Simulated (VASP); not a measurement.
HfC: single point with PBE

Crystal: HfC.

```
CELL_PARAMETERS angstrom
3.32993 0.00000 0.00000
-1.66497 2.88381 0.00000
0.00000 0.00000 5.22749
ATOMIC_POSITIONS crystal
Hf 0.33333 0.66667 0.25000
Hf 0.66667 0.33333 0.75000
C 0.00000 0.00000 0.00000
C 0.00000 0.00000 0.50000
```

```json
{
  "Program": "VASP 6.6.1",
  "Task": "single point",
  "Functional": "PBE",
  "Potentials or basis": "VASP PAW PBE potentials, release 64 (Hf_pv, C)",
  "Cutoff": "520 eV",
  "k mesh": "12 × 12 × 8",
  "Occupations": "gaussian, width 0.05 eV",
  "Spin": "no spin polarisation",
  "Dipole correction": "no",
  "Further INCAR settings": "ALGO = Normal; EDIFF = 1e-06; NBANDS = 22"
}
```

* Pressure: -0.7 GPa
* Band gap on the k mesh: zero (bands 14 and 15 overlap by 1.38 eV)

Levels at points of the mesh, in eV from the Fermi level:
| k point | band 11 | band 12 | band 13 | band 14 | band 15 | band 16 | band 17 | band 18 |
| --- | --- | --- | --- | --- | --- | --- | --- | --- |
| (0.00, 0.00, 0.00) | -3.13 | -1.28 | -1.28 | 0.93 | 1.39 | 1.39 | 1.90 | 1.90 |
| (0.50, 0.00, 0.00) | -3.54 | -3.42 | -1.85 | -1.17 | 1.28 | 4.27 | 4.66 | 4.73 |
| (0.00, 0.00, 0.50) | -2.69 | -2.69 | -2.69 | -2.69 | 3.90 | 3.90 | 3.90 | 3.90 |
| (0.50, 0.00, 0.50) | -3.12 | -3.12 | -2.45 | -2.45 | 1.22 | 1.22 | 4.70 | 4.70 |

Run time: 100 s on 1 thread of Intel(R) Xeon(R) Platinum 8375C CPU @ 2.90GHz (Ice Lake), with other jobs on the host, peak memory 0.24 GiB.

Caveat: spin-orbit coupling is left out, which moves the levels of the heavy elements.
